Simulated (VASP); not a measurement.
# ZnO (P6_3mc) in VASP: a series of runs

The runs below take ZnO through single point, with PBE.

All numbers are computed with VASP 6.6.1; they aren't measurements. Logs are shortened: lines on timing, memory, paths and dates and some standing lists are left out, and cuts for length are marked.

**1. The cell of the first run**

The structure is hexagonal, space group P6_3mc (No. 186). Conventional cell: a = 3.171 Å, b = 3.171 Å, c = 5.107 Å, α = 90.00°, β = 90.00°, γ = 120.00°. Within 2.6 Å of Zn (site symmetry 3m) lie 4 O at 1.93 to 1.94 Å. Within 2.6 Å of O (site symmetry 3m) lie 4 Zn at 1.93 to 1.94 Å.

**2. Single point, PBE (strain -2.0%)**

Contents of INCAR:

```
ALGO     = Normal         # electronic algorithm
EDIFF    = 1E-6           # SCF threshold, eV
ENCUT    = 520            # plane-wave cutoff, eV
GGA      = PE             # functional
ISIF     = 2              # what is computed and relaxed
ISMEAR   = -1             # smearing method
LASPH    = True           # aspherical terms in the spheres
LCHARG   = True           # write CHGCAR
LELF     = True           # ELF
LREAL    = False          # projectors in reciprocal space
LVHAR    = True         
LWAVE    = False          # write WAVECAR
NBANDS   = 26             # bands
NELM     = 100            # most SCF steps
PREC     = Accurate       # precision mode
SIGMA    = 0.02           # smearing width, eV
```

Contents of KPOINTS:

```
k-points
0
Gamma
  12 12 6
```

Contents of POSCAR:

```
ZnO
1.0
    3.1706340522      0.0000000000      0.0000000000
   -1.5853170261      2.7458496354      0.0000000000
    0.0000000000      0.0000000000      5.1067327796
Zn O
2 2
Direct
    0.3333333333      0.6666666667     -0.0023477545
    0.6666666667      0.3333333333      0.4976522455
    0.3333333333      0.6666666667      0.3773477545
    0.6666666667      0.3333333333      0.8773477545
```

Potentials or basis: VASP PAW PBE potentials, release 64 (Zn, O).

On the command line:

```sh
$ cat potpaw_PBE.64/Zn/POTCAR potpaw_PBE.64/O/POTCAR > POTCAR
$ mpirun -np 1 vasp_std > vasp.out
```

OUTCAR:

```text
EDIFF = 1E-6
   ENCUT = 520
   GGA = PE
   ISIF = 2
   ISMEAR = -1
   LASPH = True
   LREAL = False
   NELM = 100
   PREC = Accurate

 ion  position               nearest neighbor table
   1  0.333  0.667  0.998-   4 1.93   4 1.93   4 1.93   3 1.94
   2  0.667  0.333  0.498-   3 1.93   3 1.93   3 1.93   4 1.94
   3  0.333  0.667  0.377-   2 1.93   2 1.93   2 1.93   1 1.94
   4  0.667  0.333  0.877-   1 1.93   1 1.93   1 1.93   2 1.94

  LATTYP: Found a hexagonal cell.
 ALAT       =     3.1706340522
 C/A-ratio  =     1.6106345594

  Lattice vectors:

 A1 = (   3.1706340522,   0.0000000000,   0.0000000000)
 A2 = (  -1.5853170261,   2.7458496354,   0.0000000000)
 A3 = (   0.0000000000,   0.0000000000,   5.1067327796)

Analysis of symmetry for initial positions (statically):
=====================================================================
 Subroutine PRICEL returns:
 Original cell was already a primitive cell.

 Routine SETGRP: Setting up the symmetry group for a
 hexagonal supercell.

 Subroutine GETGRP returns: Found 12 space group operations
 (whereof  6 operations were pure point group operations)
 out of a pool of 24 trial point group operations.

The static configuration has the point symmetry C_3v.
 The point group associated with its full space group is C_6v.

Analysis of symmetry for dynamics (positions and initial velocities):
=====================================================================
 Subroutine PRICEL returns:
 Original cell was already a primitive cell.

 Routine SETGRP: Setting up the symmetry group for a
 hexagonal supercell.

 Subroutine GETGRP returns: Found 12 space group operations
 (whereof  6 operations were pure point group operations)
 out of a pool of 24 trial point group operations.

The dynamic configuration has the point symmetry C_3v.
 The point group associated with its full space group is C_6v.

 Subroutine INISYM returns: Found 12 space group operations
 (whereof  6 operations are pure point group operations),
 and found     1 'primitive' translations

----------------------------------------------------------------------------------------

                                     Primitive cell

  volume of cell :      44.4596

  direct lattice vectors                    reciprocal lattice vectors
[... 89 lines left out ...]
   ENCUT  =  520.0 eV  38.22 Ry    6.18 a.u.   5.90  5.90  9.50*2*pi/ulx,y,z
   NELM   =    100;   NELMIN=  2; NELMDL= -5     # of ELM steps
   EDIFF  = 0.1E-05   stopping-criterion for ELM
   LREAL  =      F    real-space projection
   EDIFFG = 0.1E-04   stopping-criterion for IOM
   NSW    =      0    number of steps for IOM
   IBRION =     -1    ionic relax: 0-MD 1-quasi-New 2-CG
   NFREE  =      0    steps in history (QN), initial steepest desc. (CG)
   ISIF   =      2    stress and relaxation
   ISYM   =      2    0-nonsym 1-usesym 2-fastsym
   POTIM  = 0.5000    time-step for ionic-motion
   TEBEG  =    0.0;   TEEND  =   0.0 temperature during run
   PSTRESS=    0.0 pullay stress
   NELECT =      36.0000    total number of electrons
   NUPDOWN=      -1.0000    fix difference up-down
   EMIN   =  10.00;   EMAX   =-10.00  energy-range for DOS
   EFERMI =   0.00;   METHOD = LEGACY
   ISMEAR =    -1;   SIGMA  =   0.02  broadening in eV -4-tet -1-fermi 0-gaus
   EFERMI_NEDOS =   21; number of points for ismear=-14 and -15
   IALGO  =     38    algorithm
   IMIX   =      4    mixing-type and parameters
     AMIX     =   0.40;   BMIX     =  1.00
     AMIX_MAG =   1.60;   BMIX_MAG =  1.00
  volume/ion in A,a.u.               =      11.11        75.01
  Fermi-wavevector in a.u.,A,eV,Ry     =   1.525880  2.883495 31.678570  2.328309
  Thomas-Fermi vector in A             =   2.633990
   LORBIT       =      0    0 simple, 1 ext, 2 COOP (PROOUT), +10 PAW based schemes
   GGA     = PE    functional components
   LHFCALC =     F    Hartree Fock is set to
   AEXX    =    0.0000 exact exchange contribution
   IVDW    =     0    specifies the selected vdW correction
   LEPSILON=     F    determine dielectric tensor
   LRPA    =     F    only Hartree local field effects (RPA)
 non-spin polarized calculation
  energy-cutoff  :      520.00
  volume of cell :       44.46
 maximum number of plane-waves:      1212
 NGX is ok and might be reduce to    24
   NGX = 11   NGY = 11   NGZ = 19

 number of electron      35.9999973 magnetization

 Free energy of the ion-electron system (eV)
  ---------------------------------------------------
  ext. energy  EPLUGINS =         0.00000000
  ---------------------------------------------------
  free energy    TOTEN  =       -17.59077196 eV

  energy without entropy =      -17.59077196  energy(sigma->0) =      -17.59077196

 E-fermi :   2.2312     XC(G=0): -11.2814

 val. band max:        1.8575056011   @ k =   0.0000   0.0000   0.0000
 cond. band min:       2.7378760019   @ k =   0.0000   0.0000   0.0000
 fundamental gap:      0.8803704008
 Fermi energy:         2.2312232301

 k-point     1 :       0.0000    0.0000    0.0000
  band No.  band energies     occupation
      1     -16.8213      2.00000
      2     -15.9888      2.00000
      3      -4.3440      2.00000
      4      -4.2096      2.00000
      5      -4.2096      2.00000
      6      -4.1466      2.00000
[... 685 lines left out ...]
     25      15.6797      0.00000
     26      16.3672      0.00000

 [... further k-points ...]

------------------------ aborting loop because EDIFF is reached ----------------------------------------

  FORCE on cell =-STRESS in cart. coord.  units (eV):
  Direction    XX          YY          ZZ          XY          YZ          ZX
  --------------------------------------------------------------------------------------
  -------------------------------------------------------------------------------------
  Total        5.0609520      5.0609520      5.0642428     -0.0000000     -0.0000000      0.0000000
  in kB      182.3798265    182.3798265    182.4984146     -0.0000000     -0.0000000      0.0000000
  external PRESSURE =     182.4193559 kB  Pullay stress =       0.0000000 kB

 VOLUME and BASIS-vectors are now :
 -----------------------------------------------------------------------------
  energy-cutoff  :      520.00
  volume of cell :       44.46
      direct lattice vectors                 reciprocal lattice vectors
     3.170634052  0.000000000  0.000000000     0.315394329  0.182093001  0.000000000
    -1.585317026  2.745849635  0.000000000     0.000000000  0.364186002  0.000000000
     0.000000000  0.000000000  5.106732780     0.000000000  0.000000000  0.195819919

 POSITION                                       TOTAL-FORCE (eV/Angst)
 -----------------------------------------------------------------------------------
     -0.00000      1.83057      5.09474         0.000000     -0.000000      0.006604
      1.58532      0.91528      2.54138        -0.000000      0.000000      0.006604
     -0.00000      1.83057      1.92701         0.000000      0.000000     -0.006604
      1.58532      0.91528      4.48038        -0.000000      0.000000     -0.006604
 -----------------------------------------------------------------------------------
    total drift:                                0.000000      0.000001      0.001111

  FREE ENERGIE OF THE ION-ELECTRON SYSTEM (eV)
  ---------------------------------------------------
  free  energy   TOTEN  =       -17.5907719636 eV

  energy  without entropy=      -17.5907719636  energy(sigma->0) =      -17.59077196
```

OSZICAR:

```text
N       E                     dE             d eps       ncg     rms          rms(c)
DAV:   1     0.296295015997E+03    0.29630E+03   -0.18239E+04  4016   0.208E+03
DAV:   2     0.105678246042E+02   -0.28573E+03   -0.26865E+03  4100   0.415E+02
DAV:   3    -0.202675539208E+02   -0.30835E+02   -0.30446E+02  4354   0.139E+02
DAV:   4    -0.208518260238E+02   -0.58427E+00   -0.58298E+00  4406   0.194E+01
DAV:   5    -0.208546536399E+02   -0.28276E-02   -0.28274E-02  4254   0.141E+00    0.164E+01
DAV:   6    -0.174060726991E+02    0.34486E+01   -0.63943E+00  6092   0.598E+01    0.103E+01
DAV:   7    -0.176265717309E+02   -0.22050E+00   -0.29738E+00  4018   0.166E+01    0.602E+00
DAV:   8    -0.176376340063E+02   -0.11062E-01   -0.45665E-01  5866   0.767E+00    0.162E+00
DAV:   9    -0.175879163752E+02    0.49718E-01   -0.10268E-01  5866   0.658E+00    0.280E-01
DAV:  10    -0.175907388004E+02   -0.28224E-02   -0.36794E-02  4026   0.132E+00    0.144E-01
DAV:  11    -0.175907294192E+02    0.93812E-05   -0.51081E-04  4554   0.221E-01    0.401E-02
DAV:  12    -0.175907756385E+02   -0.46219E-04   -0.64742E-05  4176   0.663E-02    0.263E-02
DAV:  13    -0.175907741382E+02    0.15003E-05   -0.10412E-05  4312   0.266E-02    0.107E-02
DAV:  14    -0.175907721213E+02    0.20169E-05   -0.46204E-06  4332   0.190E-02    0.121E-03
DAV:  15    -0.175907719636E+02    0.15770E-06   -0.62589E-07  2030   0.789E-03
   1 F= -.17590772E+02 E0= -.17590772E+02  d E =-.192154E-10
```

stdout:

```text
POSCAR found type information on POSCAR ZnO
 POSCAR found :  2 types and       4 ions
 scaLAPACK will be used
 LDA part: xc-table for (Slater+PW92), standard interpolation
 POSCAR, INCAR and KPOINTS ok, starting setup
 FFT: planning ... GRIDC
 FFT: planning ... GRID_SOFT
 FFT: planning ... GRID
 WAVECAR not read
 entering main loop
```

It took 2.3 min on 1 thread of AMD EPYC 7R43 (Zen 3), shared host; peak memory 0.16 GiB.

Results:

```yaml
Free_energy: -17.5908 eV
Pressure: 18.2 GPa
Largest_force: 0.007 eV/Å
Band_gap_on_the_k_mesh: 0.88 eV
```

Forces in eV/Å, atoms in the order of the input:
```
Zn   0.000  0.000  0.007
Zn   0.000  0.000  0.007
O    0.000  0.000 -0.007
O    0.000  0.000 -0.007
```

Caveat: the cell differs from its parent crystal (strain -2.0%); the cell stands under pressure.

**3. Single point, PBE (uniaxial z strain -2.0%)**

Contents of INCAR:

```
  PREC = Accurate
  ENCUT = 520
  EDIFF = 1E-6
  ISMEAR = -1
  SIGMA = 0.02
  LREAL = False
  LASPH = True
  NELM = 60
  ALGO = Normal
  ISIF = 2
  LWAVE = False
  LCHARG = False
  GGA = PE
  NBANDS = 26
```

Contents of KPOINTS:

```
regular mesh
0
Gamma
  12 12 6
```

Contents of POSCAR:

```
ZnO
1.0
    3.2353408696      0.0000000000      0.0000000000
   -1.6176704348      2.8018873830      0.0000000000
    0.0000000000      0.0000000000      5.1067327796
Zn O
2 2
Direct
    0.3333333333      0.6666666667     -0.0051370716
    0.6666666667      0.3333333333      0.4948629284
    0.3333333333      0.6666666667      0.3801370716
    0.6666666667      0.3333333333      0.8801370716
```

Potentials or basis: VASP PAW PBE potentials, release 64 (Zn, O).

On the command line:

```sh
$ cat potpaw_PBE.64/Zn/POTCAR potpaw_PBE.64/O/POTCAR > POTCAR
$ mpirun -np 1 vasp_std > vasp.out
```

Wall time 2.3 min (1 thread of AMD EPYC 7R43 (Zen 3), shared host); peak memory 0.17 GiB.

It converged, with:

| Quantity | Value |
| --- | --- |
| Free energy | -17.7517 eV |
| Pressure | 10.5 GPa |
| Largest force | 0.009 eV/Å |
| Band gap on the k mesh | 0.85 eV |

Forces on the atoms (eV/Å):
```
Zn   0.000  0.000 -0.009
Zn   0.000  0.000 -0.009
O    0.000  0.000  0.009
O    0.000  0.000  0.009
```

Stress tensor (GPa, compression positive):
```
 9.84  0.00  0.00
 0.00  9.84  0.00
 0.00  0.00 11.82
```

Levels at points of the mesh, in eV from the valence-band top:
| k point | band 14 | band 15 | band 16 | band 17 | band 18 | band 19 | band 20 | band 21 | band 22 | band 23 |
| --- | --- | --- | --- | --- | --- | --- | --- | --- | --- | --- |
| (0.00, 0.00, 0.00) | -0.83 | -0.83 | -0.10 | 0.00 | 0.00 | 0.85 | 5.24 | 8.47 | 12.85 | 12.85 |
| (0.50, 0.00, 0.00) | -3.70 | -2.87 | -2.40 | -1.28 | -0.92 | 5.89 | 6.88 | 7.79 | 8.58 | 10.85 |
| (0.00, 0.00, 0.50) | -2.21 | -0.41 | -0.41 | -0.41 | -0.41 | 3.55 | 3.55 | 10.30 | 10.30 | 13.13 |
| (0.50, 0.00, 0.50) | -3.79 | -1.61 | -1.61 | -1.33 | -1.33 | 5.80 | 5.80 | 8.58 | 8.58 | 11.38 |

Caveat: the cell differs from its parent crystal (uniaxial z strain -2.0%); the cell stands under pressure.

**4. Single point, PBE (epitaxial xy strain -1.5%)**

Contents of INCAR:

```
PREC = Accurate
ENCUT = 520
EDIFF = 1E-7
ISMEAR = -1
SIGMA = 0.02
LREAL = F
LASPH = T
NELM = 60
ALGO = Normal
ISIF = 2
LWAVE = F
LCHARG = F
GGA = PE
NBANDS = 26
```

KPOINTS is that of step 3.

Contents of POSCAR:

```
ZnO
1.0
    3.1868107566      0.0000000000      0.0000000000
   -1.5934053783      2.7598590723      0.0000000000
    0.0000000000      0.0000000000      5.2896435280
Zn O
2 2
Direct
    0.3333333333      0.6666666667      0.0015669153
    0.6666666667      0.3333333333      0.5015669153
    0.3333333333      0.6666666667      0.3734330847
    0.6666666667      0.3333333333      0.8734330847
```

On the command line:

```sh
$ cat potpaw_PBE.64/Zn/POTCAR potpaw_PBE.64/O/POTCAR > POTCAR
$ mpirun -np 1 vasp_std > vasp.out
```

It took 2.6 min on 1 thread of AMD EPYC 7R43 (Zen 3), shared host; peak memory 0.17 GiB.

Results (log left out):

| Property | Result |
| --- | --- |
| Free energy | -17.7630 eV |
| Pressure | 9.6 GPa |
| Largest force | 0.022 eV/Å |
| Band gap on the k mesh | 0.77 eV |

Forces in eV/Å, atoms in the order of the input:
```
Zn   0.000  0.000  0.022
Zn   0.000  0.000  0.022
O    0.000  0.000 -0.022
O    0.000  0.000 -0.022
```

Stress tensor (GPa, compression positive):
```
10.62  0.00  0.00
 0.00 10.62  0.00
 0.00  0.00  7.52
```

Levels at points of the mesh, in eV from the valence-band top:
```tsv
k point	band 16	band 17	band 18	band 19	band 20	band 21
(0.00, 0.00, 0.00)	-0.12	0.00	0.00	0.77	5.43	8.03
(0.50, 0.00, 0.00)	-2.28	-1.41	-0.82	5.88	6.91	7.36
(0.00, 0.00, 0.50)	-0.40	-0.40	-0.40	3.45	3.45	10.00
(0.50, 0.00, 0.50)	-1.54	-1.50	-1.50	5.67	5.67	8.56
```

Caveat: the cell differs from its parent crystal (epitaxial xy strain -1.5%); the cell stands under pressure.

**5. Overview**

| cell | gap on the mesh (eV) | pressure (GPa) | largest force (eV/Å) |
| --- | --- | --- | --- |
| a = 3.171, b = 3.171, c = 5.107 Å, angles 90.0, 90.0, 120.0°, 4 atoms, strain -2.0% | 0.88 | 18.2 | 0.01 |
| a = 3.235, b = 3.235, c = 5.107 Å, angles 90.0, 90.0, 120.0°, 4 atoms, uniaxial z strain -2.0% | 0.85 | 10.5 | 0.01 |
| a = 3.187, b = 3.187, c = 5.290 Å, angles 90.0, 90.0, 120.0°, 4 atoms, epitaxial xy strain -1.5% | 0.77 | 9.6 | 0.02 |

Alike in all rows: task single point; level PBE; potentials or basis VASP PAW PBE potentials, release 64 (Zn, O); no spin polarisation; k mesh 12 × 12 × 6; cutoff (eV) 520; smearing fermi-dirac 0.02 eV.

Caveats: the cell stands under pressure.

Total energies depend on the potentials used, so only differences within one code and one set of settings carry meaning.
